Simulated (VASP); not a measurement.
Pb, 1 atom in the cell. Symmetry: Fmmm, No. 69, orthorhombic system. Conventional cell: a = 4.680 Å, b = 4.940 Å, c = 5.199 Å, α = 90.00°, β = 90.00°, γ = 90.00°. Within 4.5 Å of Pb (site symmetry mmm) lie 12 Pb at 3.40 to 3.59 Å.  This cell differs from its parent crystal: strain +0.0525 x Voigt [1, -1, 0, 0, 0, 0].

```yaml
Program: VASP 6.6.1
Task: single point
Functional: PBEsol
Potentials_or_basis: VASP PAW PBE potentials, release 64 (Pb_d)
Cutoff: 520 eV
k_mesh: 16 × 16 × 16
Occupations: gaussian, width 0.15 eV
Spin: no spin polarisation
Dipole_correction: no
Further_INCAR_settings: ALGO = Fast; EDIFF = 1e-06; NBANDS = 13
```

Potentials or basis: VASP PAW PBE potentials, release 64 (Pb_d).

Run with:

```bash
$ cat potpaw_PBE.64/Pb_d/POTCAR > POTCAR
$ mpirun -np 1 vasp_std > vasp.out
```

Hardware: 1 thread of Intel(R) Xeon(R) 6975P-C (Granite Rapids) (shared host).

Q: How long does it take, and how much memory?

A: Run time: 2.3 min on 1 thread of Intel(R) Xeon(R) 6975P-C (Granite Rapids), on a shared host, peak memory 0.33 GiB. Counts: scf iterations 13, k points 621.
